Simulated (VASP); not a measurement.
# BeS (F-43m) in VASP: further runs

Aim: see how the results for BeS move with the level of theory and the settings. Levels: LDA, HSE06, PBE0. Tasks: single point.

All numbers are computed with VASP 6.6.1; they aren't measurements. Logs are shortened: lines on timing, memory, paths and dates and some standing lists are left out, and cuts for length are marked.

## (1) The cell of the first run

The structure is cubic, space group F-43m (No. 216). The conventional cell has a = 4.850 Å, b = 4.850 Å, c = 4.850 Å, α = 90.00°, β = 90.00°, γ = 90.00°. Within 2.8 Å of S (site symmetry -43m) lie 4 Be at 2.10 Å. Be (site symmetry -43m) has 4 S at 2.10 Å within 2.8 Å.

## (2) Single point, LDA

File INCAR:

```
SYSTEM = BeS
PREC     = Accurate       ! precision mode
ENCUT    = 520            ! plane-wave cutoff, eV
EDIFF    = 1E-7           ! SCF threshold, eV
ISMEAR   = -1             ! smearing method
SIGMA    = 0.05           ! smearing width, eV
LREAL    = .FALSE.        ! projectors in reciprocal space
LASPH    = .TRUE.         ! aspherical terms in the spheres
NELM     = 100            ! most SCF steps
ALGO     = Normal         ! electronic algorithm
ISIF     = 2              ! what is computed and relaxed
LWAVE    = .FALSE.        ! write WAVECAR
LCHARG   = .FALSE.        ! write CHGCAR
NBANDS   = 11             ! bands
```

File KPOINTS:

```
regular mesh
0
G
  9 9 9
  0 0 0
```

File POSCAR:

```
BeS
1.0
    0.0000000000      2.4250000000      2.4250000000
    2.4250000000      0.0000000000      2.4250000000
    2.4250000000      2.4250000000      0.0000000000
S Be
1 1
Direct
    0.7500000000      0.7500000000      0.7500000000
    0.0000000000      0.0000000000      0.0000000000
```

Potentials or basis: VASP PAW LDA potentials, release 64 (S, Be).

Launch:

```console
$ cat potpaw_LDA.64/S/POTCAR potpaw_LDA.64/Be/POTCAR > POTCAR
$ mpirun -np 1 vasp_std > vasp.out
```

OUTCAR:

```text
SYSTEM = BeS
   PREC = Accurate
   ENCUT = 520
   EDIFF = 1E-7
   ISMEAR = -1
   LREAL = .FALSE.
   LASPH = .TRUE.
   NELM = 100
   ISIF = 2

 ion  position               nearest neighbor table
   1  0.750  0.750  0.750-   2 2.10   2 2.10   2 2.10   2 2.10
   2  0.000  0.000  0.000-   1 2.10   1 2.10   1 2.10   1 2.10

  LATTYP: Found a face centered cubic cell.
 ALAT       =     4.8500000000

  Lattice vectors:

 A1 = (   0.0000000000,   2.4250000000,   2.4250000000)
 A2 = (   2.4250000000,   0.0000000000,   2.4250000000)
 A3 = (   2.4250000000,   2.4250000000,   0.0000000000)

Analysis of symmetry for initial positions (statically):
=====================================================================
 Subroutine PRICEL returns:
 Original cell was already a primitive cell.

 Routine SETGRP: Setting up the symmetry group for a
 face centered cubic supercell.

 Subroutine GETGRP returns: Found 24 space group operations
 (whereof 24 operations were pure point group operations)
 out of a pool of 48 trial point group operations.

The static configuration has the point symmetry T_d .

Analysis of symmetry for dynamics (positions and initial velocities):
=====================================================================
 Subroutine PRICEL returns:
 Original cell was already a primitive cell.

 Routine SETGRP: Setting up the symmetry group for a
 face centered cubic supercell.

 Subroutine GETGRP returns: Found 24 space group operations
 (whereof 24 operations were pure point group operations)
 out of a pool of 48 trial point group operations.

The dynamic configuration has the point symmetry T_d .

 Subroutine INISYM returns: Found 24 space group operations
 (whereof 24 operations are pure point group operations),
 and found     1 'primitive' translations

----------------------------------------------------------------------------------------

                                     Primitive cell

  volume of cell :      28.5210

  direct lattice vectors                    reciprocal lattice vectors
     0.000000000  2.425000000  2.425000000    -0.206185567  0.206185567  0.206185567
     2.425000000  0.000000000  2.425000000     0.206185567 -0.206185567  0.206185567
     2.425000000  2.425000000  0.000000000     0.206185567  0.206185567 -0.206185567

  length of vectors
     3.429467889  3.429467889  3.429467889     0.357123878  0.357123878  0.357123878

  position of ions in fractional coordinates (direct lattice)
     0.750000000  0.750000000  0.750000000
     0.000000000  0.000000000  0.000000000

  ion indices of the primitive-cell ions
   primitive index   ion index
                 1           1
                 2           2

----------------------------------------------------------------------------------------

 KPOINTS: regular mesh

Automatic generation of k-mesh.
 Grid dimensions read from file:
 generate k-points for:    9    9    9

 Generating k-lattice:

  Cartesian coordinates                     Fractional coordinates (reciprocal lattice)
    -0.022909507  0.022909507  0.022909507     0.111111111  0.000000000  0.000000000
     0.022909507 -0.022909507  0.022909507     0.000000000  0.111111111  0.000000000
     0.022909507  0.022909507 -0.022909507     0.000000000  0.000000000  0.111111111

  Length of vectors
     0.039680431  0.039680431  0.039680431

  Shift w.r.t. Gamma in fractional coordinates (k-lattice)
     0.000000000  0.000000000  0.000000000

 Subroutine IBZKPT returns following result:
 ===========================================

 Found     35 irreducible k-points:

 Following reciprocal coordinates:
            Coordinates               Weight
  0.000000  0.000000  0.000000      1.000000
  0.111111  0.000000  0.000000      8.000000
  0.222222  0.000000  0.000000      8.000000
  0.333333  0.000000  0.000000      8.000000
  0.444444  0.000000  0.000000      8.000000
  0.111111  0.111111  0.000000      6.000000
[... 16 lines left out ...]
 -0.333333  0.333333  0.000000     12.000000
  0.444444  0.444444  0.000000      6.000000
 [... further k-points ...]
   k-points           NKPTS =     35   k-points in BZ     NKDIM =     35   number of bands    NBANDS=     11
   number of dos      NEDOS =    301   number of ions     NIONS =      2
   total plane-waves  NPLWV =  21952
   dimension x,y,z NGX =    28 NGY =   28 NGZ =   28
   dimension x,y,z NGXF=    56 NGYF=   56 NGZF=   56
   ions per type =               1   1
   NGX,Y,Z   is equivalent  to a cutoff of  13.57, 13.57, 13.57 a.u.
   NGXF,Y,Z  is equivalent  to a cutoff of  27.15, 27.15, 27.15 a.u.
 SYSTEM =  BeS
   PREC   = accura    normal or accurate (medium, high low for compatibility)
   ISTART =      0    job   : 0-new  1-cont  2-samecut
   ICHARG =      2    charge: 1-file 2-atom 10-const
   ISPIN  =      1    spin polarized calculation?
   LNONCOLLINEAR =      F non collinear calculations
   LSORBIT =      F    spin-orbit coupling
   LASPH  =      T    aspherical Exc in radial PAW
   ENCUT  =  520.0 eV  38.22 Ry    6.18 a.u.   6.38  6.38  6.38*2*pi/ulx,y,z
   NELM   =    100;   NELMIN=  2; NELMDL= -5     # of ELM steps
   EDIFF  = 0.1E-06   stopping-criterion for ELM
   LREAL  =      F    real-space projection
   EDIFFG = 0.1E-05   stopping-criterion for IOM
   NSW    =      0    number of steps for IOM
   IBRION =     -1    ionic relax: 0-MD 1-quasi-New 2-CG
   NFREE  =      0    steps in history (QN), initial steepest desc. (CG)
   ISIF   =      2    stress and relaxation
   ISYM   =      2    0-nonsym 1-usesym 2-fastsym
   POTIM  = 0.5000    time-step for ionic-motion
   TEBEG  =    0.0;   TEEND  =   0.0 temperature during run
   PSTRESS=    0.0 pullay stress
   NELECT =       8.0000    total number of electrons
   NUPDOWN=      -1.0000    fix difference up-down
   EMIN   =  10.00;   EMAX   =-10.00  energy-range for DOS
   EFERMI =   0.00;   METHOD = LEGACY
   ISMEAR =    -1;   SIGMA  =   0.05  broadening in eV -4-tet -1-fermi 0-gaus
   EFERMI_NEDOS =   21; number of points for ismear=-14 and -15
   IALGO  =     38    algorithm
   IMIX   =      4    mixing-type and parameters
     AMIX     =   0.40;   BMIX     =  1.00
     AMIX_MAG =   1.60;   BMIX_MAG =  1.00
  volume/ion in A,a.u.               =      14.26        96.23
  Fermi-wavevector in a.u.,A,eV,Ry     =   1.071642  2.025110 15.625158  1.148417
  Thomas-Fermi vector in A             =   2.207388
   LORBIT       =      0    0 simple, 1 ext, 2 COOP (PROOUT), +10 PAW based schemes
   GGA     = CA    functional components
   LHFCALC =     F    Hartree Fock is set to
   AEXX    =    0.0000 exact exchange contribution
   IVDW    =     0    specifies the selected vdW correction
   LEPSILON=     F    determine dielectric tensor
   LRPA    =     F    only Hartree local field effects (RPA)
 non-spin polarized calculation
  energy-cutoff  :      520.00
  volume of cell :       28.52
 maximum number of plane-waves:       779
 NGX is ok and might be reduce to    28
   NGX = 13   NGY = 13   NGZ = 13

 number of electron       7.9999999 magnetization

 Free energy of the ion-electron system (eV)
  ---------------------------------------------------
  ext. energy  EPLUGINS =         0.00000000
  ---------------------------------------------------
  free energy    TOTEN  =       -11.13334228 eV

  energy without entropy =      -11.13334228  energy(sigma->0) =      -11.13334228

 E-fermi :   4.9785     XC(G=0):  -9.9892

 val. band max:        4.0289214834   @ k =   0.0000   0.0000   0.0000
 cond. band min:       7.0300328413   @ k =   0.4444   0.4444   0.0000
 fundamental gap:      3.0011113579
 Fermi energy:         4.9785035217

 k-point     1 :       0.0000    0.0000    0.0000
  band No.  band energies     occupation
      1      -9.6268      2.00000
      2       4.0289      2.00000
      3       4.0289      2.00000
      4       4.0289      2.00000
      5       9.5725      0.00000
      6       9.5725      0.00000
      7       9.5725      0.00000
      8       9.7046      0.00000
      9      16.8416      0.00000
     10      16.8416      0.00000
     11      18.6314      0.00000

 k-point     2 :       0.1111    0.0000    0.0000
  band No.  band energies     occupation
      1      -9.4852      2.00000
      2       3.0262      2.00000
      3       3.8646      2.00000
      4       3.8646      2.00000
      5       9.4740      0.00000
      6       9.8646      0.00000
      7       9.8646      0.00000
      8      10.8188      0.00000
      9      16.2066      0.00000
     10      16.2066      0.00000
     11      18.4749      0.00000

 k-point     3 :       0.2222    0.0000    0.0000
  band No.  band energies     occupation
      1      -9.0859      2.00000
      2       1.1559      2.00000
      3       3.5131      2.00000
      4       3.5131      2.00000
      5       9.4465      0.00000
      6      10.3894      0.00000
      7      10.3894      0.00000
      8      12.6824      0.00000
      9      15.7656      0.00000
     10      15.7656      0.00000
     11      18.0599      0.00000

 k-point     4 :       0.3333    0.0000    0.0000
  band No.  band energies     occupation
      1      -8.5300      2.00000
      2      -0.5761      2.00000
      3       3.1885      2.00000
      4       3.1885      2.00000
      5       9.4161      0.00000
      6      10.5657      0.00000
      7      10.5657      0.00000
      8      14.1989      0.00000
      9      16.5837      0.00000
     10      16.5837      0.00000
     11      18.0090      0.00000

 k-point     5 :       0.4444    0.0000    0.0000
  band No.  band energies     occupation
      1      -8.0685      2.00000
      2      -1.6628      2.00000
      3       3.0061      2.00000
      4       3.0061      2.00000
      5       9.3918      0.00000
      6      10.4852      0.00000
      7      10.4852      0.00000
      8      14.8763      0.00000
      9      18.3625      0.00000
     10      18.3625      0.00000
     11      18.6863      0.00000
[... 211 lines left out ...]
 k-point    21 :       0.4444    0.3333    0.0000
  band No.  band energies     occupation
      1      -7.7766      2.00000
      2      -0.4887      2.00000
      3       1.2387      2.00000
      4       1.6576      2.00000
      5       7.7260      0.00000
      6       9.5972      0.00000
      7      14.7117      0.00000
      8      14.7685      0.00000
      9      18.2759      0.00000
     10      19.7332      0.00000
     11      20.2911      0.00000

 k-point    22 :      -0.4444    0.3333    0.0000
  band No.  band energies     occupation
      1      -7.5150      2.00000
      2      -0.7248      2.00000
      3       0.3215      2.00000
      4       1.7654      2.00000
      5       8.1415      0.00000
      6      10.9570      0.00000
      7      14.4114      0.00000
      8      14.6819      0.00000
      9      16.9738      0.00000
     10      18.2582      0.00000
     11      20.9354      0.00000

 k-point    23 :      -0.3333    0.3333    0.0000
  band No.  band energies     occupation
      1      -7.5620      2.00000
      2      -0.5908      2.00000
      3      -0.1150      2.00000
      4       2.1321      2.00000
      5       8.7073      0.00000
      6      12.9700      0.00000
      7      13.4634      0.00000
      8      14.4627      0.00000
      9      14.9014      0.00000
     10      16.4517      0.00000
     11      21.8952      0.00000

 k-point    24 :       0.4444    0.4444    0.0000
  band No.  band energies     occupation
      1      -7.5475      2.00000
      2      -0.8623      2.00000
      3       1.4094      2.00000
      4       1.4094      2.00000
      5       7.0300      0.00000
      6       8.9004      0.00000
      7      16.2218      0.00000
      8      16.2218      0.00000
      9      18.9121      0.00000
     10      20.2381      0.00000
     11      21.2478      0.00000

 [... further k-points ...]
[... 5 lines left out ...]
  --------------------------------------------------------------------------------------
  -------------------------------------------------------------------------------------
  Total       -0.5642716     -0.5642716     -0.5642716      0.0000000      0.0000000     -0.0000000
  in kB      -31.6981216    -31.6981216    -31.6981216      0.0000000      0.0000000     -0.0000000
  external PRESSURE =     -31.6981216 kB  Pullay stress =       0.0000000 kB

 VOLUME and BASIS-vectors are now :
 -----------------------------------------------------------------------------
  energy-cutoff  :      520.00
  volume of cell :       28.52
      direct lattice vectors                 reciprocal lattice vectors
     0.000000000  2.425000000  2.425000000    -0.206185567  0.206185567  0.206185567
     2.425000000  0.000000000  2.425000000     0.206185567 -0.206185567  0.206185567
     2.425000000  2.425000000  0.000000000     0.206185567  0.206185567 -0.206185567

 POSITION                                       TOTAL-FORCE (eV/Angst)
 -----------------------------------------------------------------------------------
      3.63750      3.63750      3.63750        -0.000000     -0.000000     -0.000000
      0.00000      0.00000      0.00000         0.000000      0.000000      0.000000
 -----------------------------------------------------------------------------------
    total drift:                                0.000000      0.000000     -0.000000

  FREE ENERGIE OF THE ION-ELECTRON SYSTEM (eV)
  ---------------------------------------------------
  free  energy   TOTEN  =       -11.1333422810 eV

  energy  without entropy=      -11.1333422810  energy(sigma->0) =      -11.13334228
```

Wall time 6 s (1 thread of AMD EPYC 9R45 (Zen 5), shared host); peak memory 0.11 GiB.

Results:

```
Free energy            : -11.1333 eV
Pressure               : -3.2 GPa
Band gap on the k mesh : 3.00 eV, indirect (least direct gap 5.54 eV)
```

Levels at points of the mesh, in eV from the valence-band top:
```
           k point  band 1  band 2  band 3  band 4  band 5  band 6  band 7  band 8
(0.00, 0.00, 0.00)  -13.66    0.00    0.00    0.00    5.54    5.54    5.54    5.68
```

## (3) Single point, HSE06

POSCAR is that of step 2.

File INCAR.step1:

```
SYSTEM = BeS
  ALGO = Normal
  EDIFF = 1E-5
  ENCUT = 520
  GGA = PE
  ISIF = 2
  ISMEAR = 0
  LASPH = .TRUE.
  LREAL = .FALSE.
  LWAVE = .TRUE.
  NBANDS = 11
  NELM = 100
  PREC = Accurate
  SIGMA = 0.05
```

File INCAR.step2:

```
SYSTEM = BeS
  ALGO = Normal
  EDIFF = 1E-6
  ENCUT = 520
  GGA = PE
  HFSCREEN = 0.2079
  ISIF = 2
  ISMEAR = 0
  ISTART = 1
  LASPH = .TRUE.
  LCHARG = .TRUE.
  LELF = .TRUE.
  LHFCALC = .TRUE.
  LREAL = .FALSE.
  LVHAR = .TRUE.
  LWAVE = .FALSE.
  NBANDS = 11
  NELM = 100
  PREC = Accurate
  PRECFOCK = Normal
  SIGMA = 0.05
```

File KPOINTS:

```
k-points
0
G
  5 5 5
  0 0 0
```

Potentials or basis: VASP PAW PBE potentials, release 64 (S, Be).

Launch:

```console
$ cat potpaw_PBE.64/S/POTCAR potpaw_PBE.64/Be/POTCAR > POTCAR
$ cp INCAR.step1 INCAR
$ mpirun -np 1 vasp_std > vasp.out
$ cp INCAR.step2 INCAR
$ mpirun -np 1 vasp_std > vasp.out
```

Run time: 82 s. Hardware: 1 thread of Intel Xeon Platinum 8559C (Emerald Rapids), shared host; peak memory 0.24 GiB.

The run converged. Its results:

| Item | Value |
| --- | --- |
| Free energy | -11.3806 eV |
| Pressure | 0.2 GPa |
| Band gap on the k mesh | 4.37 eV, indirect (least direct gap 6.87 eV) |

Levels at points of the mesh, in eV from the valence-band top:
| k point | band 2 | band 3 | band 4 | band 5 | band 6 | band 7 |
| --- | --- | --- | --- | --- | --- | --- |
| (0.00, 0.00, 0.00) | 0.00 | 0.00 | 0.00 | 6.87 | 6.87 | 6.87 |

Caveat: the k points lie up to 0.45 Å⁻¹ apart; the PAW data sets were made with another functional, which shifts forces and pressure a little. A k mesh can miss the band edges.

## (4) Single point, PBE0

POSCAR is that of step 3.

File INCAR.step1:

```
SYSTEM = BeS
PREC     = Accurate       ! precision mode
ENCUT    = 520            ! plane-wave cutoff, eV
EDIFF    = 1E-5           ! SCF threshold, eV
ISMEAR   = -1             ! smearing method
SIGMA    = 0.05           ! smearing width, eV
LREAL    = .False.        ! projectors in reciprocal space
LASPH    = .True.         ! aspherical terms in the spheres
NELM     = 60             ! most SCF steps
ALGO     = Normal         ! electronic algorithm
ISIF     = 2              ! what is computed and relaxed
LWAVE    = .True.         ! write WAVECAR
GGA      = PE             ! functional
NBANDS   = 11             ! bands
```

File INCAR.step2:

```
SYSTEM = BeS
PREC     = Accurate       ! precision mode
ENCUT    = 520            ! plane-wave cutoff, eV
EDIFF    = 1E-6           ! SCF threshold, eV
ISMEAR   = -1             ! smearing method
SIGMA    = 0.05           ! smearing width, eV
LREAL    = .False.        ! projectors in reciprocal space
LASPH    = .True.         ! aspherical terms in the spheres
NELM     = 60             ! most SCF steps
ALGO     = Normal         ! electronic algorithm
ISIF     = 2              ! what is computed and relaxed
LWAVE    = .False.        ! write WAVECAR
LCHARG   = .True.         ! write CHGCAR
GGA      = PE             ! functional
LHFCALC  = .True.         ! exact exchange
AEXX     = 0.25           ! exact-exchange fraction
PRECFOCK = Normal       
LELF     = .True.         ! ELF
LVHAR    = .True.       
ISTART   = 1            
NBANDS   = 11             ! bands
```

File KPOINTS:

```
Automatic mesh
0
Gamma
  5 5 5
  0 0 0
```

Launch:

```console
$ cat potpaw_PBE.64/S/POTCAR potpaw_PBE.64/Be/POTCAR > POTCAR
$ cp INCAR.step1 INCAR
$ mpirun -np 1 vasp_std > vasp.out
$ cp INCAR.step2 INCAR
$ mpirun -np 1 vasp_std > vasp.out
```

It took 83 s on 1 thread of Intel Xeon Platinum 8559C (Emerald Rapids), shared host; peak memory 0.15 GiB.

It converged, with:

```
Free energy            : -11.9940 eV
Pressure               : 0.1 GPa
Band gap on the k mesh : 5.11 eV, indirect (least direct gap 7.63 eV)
```

Levels at points of the mesh, in eV from the valence-band top:
| k point | band 1 | band 2 | band 3 | band 4 | band 5 | band 6 | band 7 | band 8 | band 9 |
| --- | --- | --- | --- | --- | --- | --- | --- | --- | --- |
| (0.00, 0.00, 0.00) | -15.13 | 0.00 | 0.00 | 0.00 | 7.63 | 7.63 | 7.63 | 7.81 | 15.06 |

Caveat: the k points lie up to 0.45 Å⁻¹ apart; the PAW data sets were made with another functional, which shifts forces and pressure a little. A k mesh can miss the band edges.

## (5) Overview

```tsv
level	potentials or basis	k mesh	smearing	grid for exact exchange (PRECFOCK)	screening parameter	gap on the mesh (eV)	pressure (GPa)
LDA	VASP PAW LDA potentials, release 64 (S, Be)	9 × 9 × 9	fermi-dirac 0.05 eV	-	-	3.00	-3.2
HSE06	VASP PAW PBE potentials, release 64 (S, Be)	5 × 5 × 5	gaussian 0.05 eV	Normal	0.2079 1/Å	4.37	0.2
PBE0	VASP PAW PBE potentials, release 64 (S, Be)	5 × 5 × 5	fermi-dirac 0.05 eV	Normal	-	5.11	0.1
```

Alike in all rows: task single point; no spin polarisation; cell as given; cutoff (eV) 520.

Caveats: some runs use coarse meshes; the PAW data sets were made with another functional, which shifts forces and pressure a little (some runs).

Total energies depend on the potentials used, so only differences within one code and one set of settings carry meaning.
